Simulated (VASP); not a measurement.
**Pd: single point with BLYP**

The system is Pd.

```
Pd
1.0
     0.00000    2.96459    2.96459
     2.96459    0.00000    2.96459
     2.96459    2.96459    0.00000
Pd
2
Direct
  0.12500 0.12500 0.12500
  0.87500 0.87500 0.87500
```

- Program: VASP 6.6.1
- Task: single point
- Functional: BLYP
- Potentials or basis: VASP PAW PBE potentials, release 64 (Pd)
- Cutoff: 520 eV
- k mesh: 10 × 10 × 10
- Occupations: fermi-dirac, width 0.05 eV
- Spin: collinear spin, ferromagnetic start
- Starting moments: [-0.424, -0.424] μB
- Dipole correction: no
- Further INCAR settings: ALGO = Normal; EDIFF = 1e-06; NBANDS = 21

| Quantity | Value |
| --- | --- |
| Pressure | 0.1 GPa |
| Net moment | -0.88 μB per cell |
| Site moments | Pd -0.43 μB |
| Valence electrons inside the program's atomic spheres | Pd 9.23 |

Levels at points of the mesh, in eV from the Fermi level:
Spin up:
| k point | band 7 | band 8 | band 9 | band 10 | band 11 | band 12 | band 13 | band 14 |
| --- | --- | --- | --- | --- | --- | --- | --- | --- |
| (0.00, 0.00, 0.00) | -1.09 | -1.09 | -1.09 | -0.07 | -0.07 | 11.11 | 11.11 | 11.11 |
| (0.50, 0.00, 0.00) | -0.82 | -0.82 | -0.20 | -0.20 | 0.29 | 1.26 | 8.12 | 8.12 |
| (0.50, 0.50, 0.00) | -1.53 | -1.53 | -0.03 | -0.03 | 1.93 | 1.93 | 4.78 | 4.78 |
Spin down:
```tsv
k point	band 9	band 10	band 11	band 12	band 13	band 14
(0.00, 0.00, 0.00)	-1.40	-0.37	-0.37	11.02	11.02	11.02
(0.50, 0.00, 0.00)	-0.53	-0.53	0.26	1.02	8.05	8.05
(0.50, 0.50, 0.00)	-0.38	-0.38	1.77	1.77	4.75	4.75
```

It took 41 s on 1 thread of Intel(R) Xeon(R) 6975P-C (Granite Rapids), on a shared host, peak memory 0.24 GiB.

Caveat: the PAW data sets were made with another functional, which shifts forces and pressure a little.
